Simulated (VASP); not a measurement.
Write the native input for VASP 6.6.1 that does the following.

- Task: single point
- Functional: PBE
- Potentials or basis: VASP PAW PBE potentials, release 64 (As, Fe, K_sv)
- Cutoff: 520 eV
- k mesh: 9 × 9 × 9
- Occupations: fermi-dirac, width 0.05 eV
- Spin: collinear spin, ferromagnetic start
- Starting moments: [0.0, 0.0, 3.0, 0.0] μB
- Dipole correction: no
- Further INCAR settings: ALGO = Normal; EDIFF = 1e-06; NBANDS = 26

The structure of KFeAs2 lies in POSCAR:

```
KFeAs2
1.0
   -2.0192086059      2.0192086059      6.5082080182
    2.0192086059     -2.0192086059      6.5082080182
    2.0192086059      2.0192086059     -6.5082080182
As Fe K
2 1 1
Direct
    0.3307380000      0.3307380000      0.0000000000
    0.6692620000      0.6692620000      0.0000000000
    0.2500000000      0.7500000000      0.5000000000
    0.0000000000      0.0000000000      0.0000000000
```

One way to write it, as run:

INCAR

```
PREC = Accurate ; ENCUT = 520
EDIFF = 1E-6 ; ISMEAR = -1
SIGMA = 0.05 ; LREAL = F
LASPH = T ; NELM = 150
ALGO = Normal ; ISIF = 2
LWAVE = F ; LCHARG = T
ISPIN = 2 ; MAGMOM = 0 0 3 0
LORBIT = 11 ; LMAXMIX = 4
GGA = PE ; LELF = T
LVHAR = T ; NBANDS = 26
```

KPOINTS

```
regular mesh
0
Gamma
  9 9 9
```

Potentials or basis: VASP PAW PBE potentials, release 64 (As, Fe, K_sv).

The run is started by

```sh
$ cat potpaw_PBE.64/As/POTCAR potpaw_PBE.64/Fe/POTCAR potpaw_PBE.64/K_sv/POTCAR > POTCAR
$ mpirun -np 1 vasp_std > vasp.out
```

Results of the run:

| Quantity | Value |
| --- | --- |
| Pressure | -2.5 GPa |
| Largest force | 0.313 eV/Å |
| Net moment | 0.69 μB per cell |
| Site moments | As -0.04; Fe +0.82; K -0.00 μB |
| Valence electrons inside the program's atomic spheres | As 2.74; Fe 7.36; K 7.56 |

Caveat: a cell with one magnetic atom can't hold antiferromagnetic order, which such compounds often take.

Wall time 31 min on 1 thread of Intel(R) Xeon(R) Platinum 8259CL CPU @ 2.50GHz (Skylake/Cascade Lake), on a shared host, peak memory 0.71 GiB.
